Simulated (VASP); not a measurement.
# N (P6_3/mmc) in VASP: a series of runs

N is run at these levels: PBE, PBE+D3(BJ); tasks: single point.

Program: VASP 6.6.1. These are calculated values, not measurements. Logs are shortened: lines on timing, memory, paths and dates and some standing lists are left out, and cuts for length are marked.

## 1. The cell of the first run

The structure is hexagonal, space group P6_3/mmc (No. 194). Conventional cell: a = 3.580 Å, b = 3.580 Å, c = 7.642 Å, α = 90.00°, β = 90.00°, γ = 120.00°. N (site symmetry 3m) has 1 N at 1.09 Å within 1.5 Å.

## 2. Single point, PBE

The input, INCAR:

```
SYSTEM = N
ALGO = Normal
EDIFF = 1E-7
ENCUT = 520
GGA = PE
ISIF = 2
ISMEAR = 0
LASPH = .TRUE.
LCHARG = .FALSE.
LREAL = .FALSE.
LWAVE = .FALSE.
NBANDS = 18
NELM = 60
PREC = Accurate
SIGMA = 0.01
```

The input, KPOINTS:

```
k-points
0
G
  6 6 2
  0 0 0
```

The input, POSCAR:

```
N
1.0
    3.5804190885      0.0000000000      0.0000000000
   -1.7902095442      3.1007338868      0.0000000000
    0.0000000000      0.0000000000      7.6415025808
N
4
Direct
    0.3333333333      0.6666666667      0.3215708973
    0.3333333333      0.6666666667      0.1784291027
    0.6666666667      0.3333333333      0.8215708973
    0.6666666667      0.3333333333      0.6784291027
```

Potentials or basis: VASP PAW PBE potentials, release 64 (N).

On the command line:

```bash
$ cat potpaw_PBE.64/N/POTCAR > POTCAR
$ mpirun -np 1 vasp_std > vasp.out
```

OUTCAR:

```text
SYSTEM = N
   EDIFF = 1E-7
   ENCUT = 520
   GGA = PE
   ISIF = 2
   ISMEAR = 0
   LASPH = .TRUE.
   LREAL = .FALSE.
   NELM = 60
   PREC = Accurate

 ion  position               nearest neighbor table
   1  0.333  0.667  0.322-   2 1.09
   2  0.333  0.667  0.178-   1 1.09
   3  0.667  0.333  0.822-   4 1.09
   4  0.667  0.333  0.678-   3 1.09

  LATTYP: Found a hexagonal cell.
 ALAT       =     3.5804190885
 C/A-ratio  =     2.1342480843

  Lattice vectors:

 A1 = (   3.5804190885,   0.0000000000,   0.0000000000)
 A2 = (  -1.7902095442,   3.1007338868,   0.0000000000)
 A3 = (   0.0000000000,   0.0000000000,   7.6415025808)

Analysis of symmetry for initial positions (statically):
=====================================================================
 Subroutine PRICEL returns:
 Original cell was already a primitive cell.

 Routine SETGRP: Setting up the symmetry group for a
 hexagonal supercell.

 Subroutine GETGRP returns: Found 24 space group operations
 (whereof 12 operations were pure point group operations)
 out of a pool of 24 trial point group operations.

The static configuration has the point symmetry D_3d.
 The point group associated with its full space group is D_6h.

Analysis of symmetry for dynamics (positions and initial velocities):
=====================================================================
 Subroutine PRICEL returns:
 Original cell was already a primitive cell.

 Routine SETGRP: Setting up the symmetry group for a
 hexagonal supercell.

 Subroutine GETGRP returns: Found 24 space group operations
 (whereof 12 operations were pure point group operations)
 out of a pool of 24 trial point group operations.

The dynamic configuration has the point symmetry D_3d.
 The point group associated with its full space group is D_6h.

 Subroutine INISYM returns: Found 24 space group operations
 (whereof 12 operations are pure point group operations),
 and found     1 'primitive' translations

----------------------------------------------------------------------------------------

                                     Primitive cell

  volume of cell :      84.8354

  direct lattice vectors                    reciprocal lattice vectors
     3.580419088  0.000000000  0.000000000     0.279296913  0.161252148  0.000000000
    -1.790209544  3.100733887  0.000000000     0.000000000  0.322504296  0.000000000
     0.000000000  0.000000000  7.641502581     0.000000000  0.000000000  0.130864315

  length of vectors
     3.580419088  3.580419088  7.641502581     0.322504296  0.322504296  0.130864315

  position of ions in fractional coordinates (direct lattice)
     0.333333333  0.666666667  0.321570897
     0.333333333  0.666666667  0.178429103
     0.666666667  0.333333333  0.821570897
     0.666666667  0.333333333  0.678429103

  ion indices of the primitive-cell ions
   primitive index   ion index
                 1           1
                 2           2
                 3           3
                 4           4

----------------------------------------------------------------------------------------

 KPOINTS: k-points

Automatic generation of k-mesh.
 Grid dimensions read from file:
 generate k-points for:    6    6    2

 Generating k-lattice:

  Cartesian coordinates                     Fractional coordinates (reciprocal lattice)
     0.046549486  0.026875358  0.000000000     0.166666667  0.000000000  0.000000000
     0.000000000  0.053750716  0.000000000     0.000000000  0.166666667  0.000000000
     0.000000000  0.000000000  0.065432157     0.000000000  0.000000000  0.500000000

  Length of vectors
     0.053750716  0.053750716  0.065432157

  Shift w.r.t. Gamma in fractional coordinates (k-lattice)
     0.000000000  0.000000000  0.000000000

 Subroutine IBZKPT returns following result:
 ===========================================

 Found     14 irreducible k-points:

 Following reciprocal coordinates:
            Coordinates               Weight
  0.000000  0.000000  0.000000      1.000000
  0.166667  0.000000  0.000000      6.000000
  0.333333  0.000000  0.000000      6.000000
  0.500000  0.000000  0.000000      3.000000
  0.166667  0.166667  0.000000      6.000000
  0.333333  0.166667  0.000000     12.000000
  0.333333  0.333333  0.000000      2.000000
  0.000000  0.000000  0.500000      1.000000
  0.166667  0.000000  0.500000      6.000000
  0.333333  0.000000  0.500000      6.000000
  0.500000  0.000000  0.500000      3.000000
  0.166667  0.166667  0.500000      6.000000
  0.333333  0.166667  0.500000     12.000000
  0.333333  0.333333  0.500000      2.000000
   k-points           NKPTS =     14   k-points in BZ     NKDIM =     14   number of bands    NBANDS=     18
   number of dos      NEDOS =    301   number of ions     NIONS =      4
   total plane-waves  NPLWV =  47040
   dimension x,y,z NGX =    28 NGY =   28 NGZ =   60
   dimension x,y,z NGXF=    56 NGYF=   56 NGZF=  120
   ions per type =               4
[... 34 lines left out ...]
  Fermi-wavevector in a.u.,A,eV,Ry     =   1.011329  1.911135 13.915853  1.022786
  Thomas-Fermi vector in A             =   2.144372
   LORBIT       =      0    0 simple, 1 ext, 2 COOP (PROOUT), +10 PAW based schemes
   GGA     = PE    functional components
   LHFCALC =     F    Hartree Fock is set to
   AEXX    =    0.0000 exact exchange contribution
   IVDW    =     0    specifies the selected vdW correction
   LEPSILON=     F    determine dielectric tensor
   LRPA    =     F    only Hartree local field effects (RPA)
 non-spin polarized calculation
 Gauss-broadening in eV      SIGMA  =   0.01
  energy-cutoff  :      520.00
  volume of cell :       84.84
 maximum number of plane-waves:      2321
 NGX is ok and might be reduce to    28
   NGX = 13   NGY = 13   NGZ = 29

 number of electron      19.9999996 magnetization

 Free energy of the ion-electron system (eV)
  ---------------------------------------------------
  ext. energy  EPLUGINS =         0.00000000
  ---------------------------------------------------
  free energy    TOTEN  =       -33.20035823 eV

  energy without entropy =      -33.20035823  energy(sigma->0) =      -33.20035823

 E-fermi :  -6.0962     XC(G=0):  -6.6627

 val. band max:       -6.1567094266   @ k =   0.1667   0.1667   0.0000
 cond. band min:       0.8748858540   @ k =   0.5000   0.0000   0.0000
 fundamental gap:      7.0315952807
 Fermi energy:        -6.0961591475

 k-point     1 :       0.0000    0.0000    0.0000
  band No.  band energies     occupation
      1     -24.8697      2.00000
      2     -24.8508      2.00000
      3     -10.2735      2.00000
      4      -9.5090      2.00000
      5      -7.6849      2.00000
      6      -7.6849      2.00000
[... 10 lines left out ...]
     17       6.4372      0.00000
     18      10.1207      0.00000

 k-point     2 :       0.1667    0.0000    0.0000
  band No.  band energies     occupation
      1     -24.8509      2.00000
      2     -24.8345      2.00000
      3     -10.1726      2.00000
      4      -9.4948      2.00000
      5      -7.9812      2.00000
      6      -7.8919      2.00000
[... 10 lines left out ...]
     17       7.0704      0.00000
     18      10.4743      0.00000

 k-point     3 :       0.3333    0.0000    0.0000
  band No.  band energies     occupation
      1     -24.8127      2.00000
      2     -24.8023      2.00000
      3      -9.9353      2.00000
      4      -9.4940      2.00000
      5      -8.3562      2.00000
      6      -8.2554      2.00000
[... 10 lines left out ...]
     17       8.4246      0.00000
     18       8.7069      0.00000

 k-point     4 :       0.5000    0.0000    0.0000
  band No.  band energies     occupation
      1     -24.7925      2.00000
      2     -24.7871      2.00000
      3      -9.7705      2.00000
      4      -9.5359      2.00000
      5      -8.5038      2.00000
      6      -8.4217      2.00000
[... 165 lines left out ...]
      4      -9.7816      2.00000
      5      -8.1493      2.00000
      6      -8.1493      2.00000
[... 10 lines left out ...]
     17       9.3884      0.00000
     18       9.3884      0.00000

 k-point    13 :       0.3333    0.1667    0.5000
  band No.  band energies     occupation
      1     -24.7900      2.00000
      2     -24.7900      2.00000
      3      -9.6726      2.00000
      4      -9.6726      2.00000
      5      -8.3386      2.00000
      6      -8.3386      2.00000
[... 10 lines left out ...]
     17       8.2680      0.00000
     18       8.2680      0.00000

 k-point    14 :       0.3333    0.3333    0.5000
  band No.  band energies     occupation
      1     -24.7811      2.00000
      2     -24.7811      2.00000
      3      -9.6344      2.00000
      4      -9.6344      2.00000
      5      -8.2082      2.00000
      6      -8.2082      2.00000
[... 10 lines left out ...]
     17       7.8242      0.00000
     18       7.8242      0.00000

------------------------ aborting loop because EDIFF is reached ----------------------------------------

  FORCE on cell =-STRESS in cart. coord.  units (eV):
  Direction    XX          YY          ZZ          XY          YZ          ZX
  --------------------------------------------------------------------------------------
  -------------------------------------------------------------------------------------
  Total        0.4214346      0.4214346      7.0044894      0.0000000      0.0000000      0.0000000
  in kB        7.9590938      7.9590938    132.2847984      0.0000000      0.0000000      0.0000000
  external PRESSURE =      49.4009953 kB  Pullay stress =       0.0000000 kB

 VOLUME and BASIS-vectors are now :
 -----------------------------------------------------------------------------
  energy-cutoff  :      520.00
  volume of cell :       84.84
      direct lattice vectors                 reciprocal lattice vectors
     3.580419088  0.000000000  0.000000000     0.279296913  0.161252148  0.000000000
    -1.790209544  3.100733887  0.000000000     0.000000000  0.322504296  0.000000000
     0.000000000  0.000000000  7.641502581     0.000000000  0.000000000  0.130864315

 POSITION                                       TOTAL-FORCE (eV/Angst)
 -----------------------------------------------------------------------------------
     -0.00000      2.06716      2.45728        -0.000000      0.000000      3.130069
     -0.00000      2.06716      1.36347        -0.000000     -0.000000     -3.130069
      1.79021      1.03358      6.27804         0.000000     -0.000000      3.130069
      1.79021      1.03358      5.18422         0.000000     -0.000000     -3.130069
 -----------------------------------------------------------------------------------
    total drift:                               -0.000000      0.000000     -0.000000

  FREE ENERGIE OF THE ION-ELECTRON SYSTEM (eV)
  ---------------------------------------------------
  free  energy   TOTEN  =       -33.2003582274 eV

  energy  without entropy=      -33.2003582274  energy(sigma->0) =      -33.20035823
```

Run time: 13 s. Hardware: 1 thread of Intel Xeon Platinum 8488C (Sapphire Rapids), shared host; peak memory 0.18 GiB.

Results:

| Quantity | Value |
| --- | --- |
| Free energy | -33.2004 eV |
| Pressure | 4.9 GPa |
| Largest force | 3.130 eV/Å |
| Band gap on the k mesh | 7.03 eV (least direct gap 7.08 eV) |

Forces on the atoms (eV/Å):
```
N    0.000  0.000  3.130
N    0.000  0.000 -3.130
N    0.000  0.000  3.130
N    0.000  0.000 -3.130
```

Caveat: the standard files for N, O and F lose accuracy on very short bonds; the cell stands under pressure; this functional lacks dispersion, which holds the molecules together, so the pressure and a relaxed volume are unreliable; forces of over 1 eV/Å act on the atoms, so gaps and moduli don't describe the material at rest. A k mesh can miss the band edges.

## 3. Single point, PBE

The input, INCAR:

```
PREC = Accurate
ENCUT = 520
EDIFF = 1E-7
ISMEAR = 0
SIGMA = 0.01
LREAL = F
LASPH = T
NELM = 80
ALGO = Normal
ISIF = 2
LWAVE = F
LCHARG = F
GGA = PE
NBANDS = 18
```

The input, KPOINTS:

```
Automatic mesh
0
Gamma
  6 6 2
```

POSCAR is that of step 2.

Potentials or basis: VASP PAW PBE potentials, release 64 (N).

On the command line:

```bash
$ cat potpaw_PBE.64/N/POTCAR > POTCAR
$ mpirun -np 1 vasp_std > vasp.out
```

Run time: 13 s. Hardware: 1 thread of Intel Xeon Platinum 8488C (Sapphire Rapids), shared host; peak memory 0.19 GiB.

The run converged. Its results:

* Free energy: -33.2004 eV
* Pressure: 4.9 GPa
* Largest force: 3.130 eV/Å
* Band gap on the k mesh: 7.03 eV (least direct gap 7.08 eV)

Forces on the atoms (eV/Å):
```
N    0.000  0.000  3.130
N    0.000  0.000 -3.130
N    0.000  0.000  3.130
N    0.000  0.000 -3.130
```

Stress tensor (GPa, compression positive):
```
 0.80  0.00  0.00
 0.00  0.80  0.00
 0.00  0.00 13.23
```

Levels at points of the mesh, in eV from the valence-band top:
| k point | band 6 | band 7 | band 8 | band 9 | band 10 | band 11 | band 12 | band 13 | band 14 | band 15 |
| --- | --- | --- | --- | --- | --- | --- | --- | --- | --- | --- |
| (0.00, 0.00, 0.00) | -1.53 | -1.48 | -1.48 | -1.20 | -0.06 | 8.41 | 8.41 | 8.67 | 8.67 | 11.02 |
| (0.50, 0.00, 0.00) | -2.26 | -1.72 | -1.63 | -0.40 | -0.05 | 7.03 | 7.65 | 8.05 | 8.59 | 12.84 |
| (0.00, 0.00, 0.50) | -1.51 | -1.51 | -1.51 | -0.57 | -0.57 | 8.54 | 8.54 | 8.54 | 8.54 | 11.09 |
| (0.50, 0.00, 0.50) | -2.27 | -1.67 | -1.67 | -0.25 | -0.25 | 7.36 | 7.36 | 8.31 | 8.31 | 13.52 |

Caveat: the standard files for N, O and F lose accuracy on very short bonds; the cell stands under pressure; this functional lacks dispersion, which holds the molecules together, so the pressure and a relaxed volume are unreliable; forces of over 1 eV/Å act on the atoms, so gaps and moduli don't describe the material at rest.

## 4. Single point, PBE+D3(BJ)

This run uses another cell than the first one, of 23.38 Å³/atom.

The input, INCAR:

```
PREC = Accurate ; ENCUT = 520
EDIFF = 1E-7 ; ISMEAR = -1
SIGMA = 0.02 ; LREAL = False
LASPH = True ; NELM = 80
ALGO = Normal ; ISIF = 2
LWAVE = False ; LCHARG = False
GGA = PE ; IVDW = 12
NBANDS = 18
```

The input, KPOINTS:

```
Automatic mesh
0
Gamma
  6 6 4
```

The input, POSCAR:

```
N
1.0
    3.8165522816      0.0000000000      0.0000000000
   -1.9082761408      3.3052312308      0.0000000000
    0.0000000000      0.0000000000      7.4145162710
N
4
Direct
    0.3333333333      0.6666666667      0.3243229745
    0.3333333333      0.6666666667      0.1756770255
    0.6666666667      0.3333333333      0.8243229745
    0.6666666667      0.3333333333      0.6756770255
```

On the command line:

```bash
$ cat potpaw_PBE.64/N/POTCAR > POTCAR
$ mpirun -np 1 vasp_std > vasp.out
```

Wall time 16 s (1 thread of Intel Xeon Platinum 8488C (Sapphire Rapids), shared host); peak memory 0.19 GiB.

Results (log left out):

- Free energy: -33.4897 eV
- Pressure: 2.0 GPa
- Largest force: 1.740 eV/Å
- Band gap on the k mesh: 7.06 eV (least direct gap 7.18 eV)
- Dispersion energy per atom: -0.052 eV

Forces on the atoms (eV/Å):
```
N    0.000  0.000  1.740
N    0.000  0.000 -1.740
N    0.000  0.000  1.740
N    0.000  0.000 -1.740
```

Stress tensor (GPa, compression positive):
```
-0.20  0.00  0.00
 0.00 -0.20  0.00
 0.00  0.00  6.31
```

Levels at points of the mesh, in eV from the valence-band top:
```
           k point  band 7  band 8  band 9  band 10  band 11  band 12  band 13  band 14
(0.00, 0.00, 0.00)   -1.55   -1.55   -1.13     0.00     8.08     8.08     8.41     8.41
(0.50, 0.00, 0.00)   -1.75   -1.64   -0.46    -0.11     7.06     7.72     7.76     8.42
(0.00, 0.00, 0.50)   -1.58   -1.58   -0.51    -0.51     8.24     8.24     8.24     8.24
(0.50, 0.00, 0.50)   -1.69   -1.69   -0.32    -0.32     7.41     7.41     8.07     8.07
```

Caveat: the standard files for N, O and F lose accuracy on very short bonds; forces of over 1 eV/Å act on the atoms, so gaps and moduli don't describe the material at rest. A k mesh can miss the band edges.

## 5. Single point, PBE

The input, INCAR:

```
SYSTEM = N
PREC = Accurate ; ENCUT = 520
EDIFF = 1E-6 ; ISMEAR = -1
SIGMA = 0.02 ; LREAL = .FALSE.
LASPH = .TRUE. ; NELM = 60
ALGO = Normal ; ISIF = 2
LWAVE = .FALSE. ; LCHARG = .TRUE.
GGA = PE ; LELF = .TRUE.
LVHAR = .TRUE. ; NBANDS = 18
```

The input, KPOINTS:

```
Automatic mesh
0
G
  12 12 4
  0 0 0
```

The input, POSCAR:

```
N
1.0
    3.5804190885      0.0000000000      0.0000000000
   -1.7902095442      3.1007338868      0.0000000000
    0.0000000000      0.0000000000      7.6415025808
N
4
Direct
    0.3333333333      0.6666666667      0.3215708973
    0.3333333333      0.6666666667      0.1784291027
    0.6666666667      0.3333333333      0.8215708973
    0.6666666667      0.3333333333      0.6784291027
```

On the command line:

```bash
$ cat potpaw_PBE.64/N/POTCAR > POTCAR
$ mpirun -np 1 vasp_std > vasp.out
```

It took 42 s on 1 thread of Intel Xeon Platinum 8488C (Sapphire Rapids), shared host; peak memory 0.22 GiB.

The run converged. Its results:

| Item | Value |
| --- | --- |
| Free energy | -33.2004 eV |
| Pressure | 4.9 GPa |
| Largest force | 3.131 eV/Å |
| Band gap on the k mesh | 7.03 eV (least direct gap 7.08 eV) |

Forces in eV/Å, atoms in the order of the input:
```
N    0.000  0.000  3.131
N    0.000  0.000 -3.131
N    0.000  0.000  3.131
N    0.000  0.000 -3.131
```

Stress tensor (GPa, compression positive):
```
 0.79  0.00  0.00
 0.00  0.79  0.00
 0.00  0.00 13.23
```

Levels at points of the mesh, in eV from the valence-band top:
| k point | band 8 | band 9 | band 10 | band 11 | band 12 | band 13 |
| --- | --- | --- | --- | --- | --- | --- |
| (0.00, 0.00, 0.00) | -1.48 | -1.20 | -0.06 | 8.41 | 8.41 | 8.67 |
| (0.50, 0.00, 0.00) | -1.63 | -0.40 | -0.05 | 7.03 | 7.65 | 8.05 |
| (0.00, 0.00, 0.50) | -1.51 | -0.57 | -0.57 | 8.54 | 8.54 | 8.54 |
| (0.50, 0.00, 0.50) | -1.67 | -0.25 | -0.25 | 7.36 | 7.36 | 8.31 |

Caveat: the standard files for N, O and F lose accuracy on very short bonds; the cell stands under pressure; this functional lacks dispersion, which holds the molecules together, so the pressure and a relaxed volume are unreliable; forces of over 1 eV/Å act on the atoms, so gaps and moduli don't describe the material at rest. A k mesh can miss the band edges.

## 6. The runs side by side

| level | cell | k mesh | smearing | gap on the mesh (eV) | pressure (GPa) | largest force (eV/Å) |
| --- | --- | --- | --- | --- | --- | --- |
| PBE | a = 3.580, b = 3.580, c = 7.642 Å, angles 90.0, 90.0, 120.0°, 4 atoms, atomic positions A | 6 × 6 × 2 | gaussian 0.01 eV | 7.03 | 4.9 | 3.13 |
| PBE+D3(BJ) | a = 3.817, b = 3.817, c = 7.415 Å, angles 90.0, 90.0, 120.0°, 4 atoms, atomic positions B | 6 × 6 × 4 | fermi-dirac 0.02 eV | 7.06 | 2.0 | 1.74 |
| PBE | a = 3.580, b = 3.580, c = 7.642 Å, angles 90.0, 90.0, 120.0°, 4 atoms, atomic positions A | 12 × 12 × 4 | fermi-dirac 0.02 eV | 7.03 | 4.9 | 3.13 |

Alike in all rows: task single point; potentials or basis VASP PAW PBE potentials, release 64 (N); no spin polarisation; cutoff (eV) 520.

Caveats: the standard files for N, O and F lose accuracy on very short bonds; forces of over 1 eV/Å act on the atoms, so gaps and moduli don't describe the material at rest; the cell stands under pressure (at least some runs); this functional lacks dispersion, which holds the molecules together, so the pressure and a relaxed volume are unreliable (at least some runs).

Total energies depend on the potentials used, so only differences within one code and one set of settings carry meaning.
